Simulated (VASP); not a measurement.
The system is Se.

```
CELL_PARAMETERS angstrom
1.92500 1.11140 0.88167
-1.92500 1.11140 0.88167
0.00000 -2.22280 0.88167
ATOMIC_POSITIONS crystal
Se 0.00000 0.00000 0.00000
```

Base run:

- Program: VASP 6.6.1
- Functional: r2SCAN
- Potentials or basis: VASP PAW PBE potentials, release 64 (Se)
- Cutoff: 520 eV
- k mesh: 14 × 14 × 14
- Occupations: methfessel-paxton, width 0.05 eV
- Spin: no spin polarisation

Its results: band gap on the k mesh zero (band 3 reaches 22.95 eV, above the bottom of band 4 at 8.11 eV); pressure 161.9 GPa.

**Question.** The run is repeated on the same cell with these changes: functional from r2SCAN to PBEsol. What comes out?

**Answer.** Band gap on the k mesh zero (band 3 reaches 22.52 eV, above the bottom of band 4 at 8.29 eV); pressure 151.8 GPa.

Caveats: the PAW data sets were made with another functional, which shifts forces and pressure a little.
